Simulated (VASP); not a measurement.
A run of VASP 6.6.1 is set up as follows.

POSCAR

```
MgO
1.0
    0.0000000000      2.1021680206      2.1021680206
    2.1021680206      0.0000000000      2.1021680206
    2.1021680206      2.1021680206      0.0000000000
Mg O
1 1
Direct
    0.0000000000      0.0000000000      0.0000000000
    0.5000000000      0.5000000000      0.5000000000
```

The input INCAR.step1:

```
SYSTEM = MgO
PREC = Accurate
ENCUT = 920
ISMEAR = -1
SIGMA = 0.02
LREAL = .False.
LASPH = .True.
NELM = 120
NBANDS = 15
GGA = PE
ALGO = Normal
EDIFF = 1E-5
LWAVE = .True.
LCHARG = .False.
GGA_COMPAT = .False.
```

Contents of INCAR.step2:

```
SYSTEM = MgO
PREC = Accurate
ENCUT = 920
EDIFF = 1E-6
ISMEAR = -1
SIGMA = 0.02
LREAL = .False.
LASPH = .True.
NELM = 120
ALGO = Normal
ISIF = 2
LWAVE = .False.
LCHARG = .False.
METAGGA = R2SCAN
LMIXTAU = .True.
NBANDS = 15
ISTART = 1
GGA_COMPAT = .False.
```

KPOINTS

```
regular mesh
0
Gamma
  10 10 10
  0 0 0
```

Potentials or basis: VASP PAW PBE potentials, release 64 (Mg_sv, O).

Command:

```bash
$ cat potpaw_PBE.64/Mg_sv/POTCAR potpaw_PBE.64/O/POTCAR > POTCAR
$ cp INCAR.step1 INCAR
$ mpirun -np 1 vasp_std > vasp.out
$ cp INCAR.step2 INCAR
$ mpirun -np 1 vasp_std > vasp.out
```

(1) Predict the pressure.

(2) What does it give for the band gap on the k mesh?

Answers

(1) 0.5 GPa.

(2) 5.70 eV.

Caveat: the PAW data sets were made with another functional, which shifts forces and pressure a little.

**The experiment to reproduce.**

“Electronic structure of alkaline earth and post-transition metal oxides”, 2009, arxiv:0908.1581 quotes, for a bulk crystal of MgO: band gap 7.83 eV.

Against the measured gap of MgO, 7.83 eV (quoted in “Electronic structure of alkaline earth and post-transition metal oxides”, 2009, arxiv:0908.1581), the calculated 5.70 eV is off by -2.13 eV. The value is that of r2SCAN, without temperature or zero-point motion.
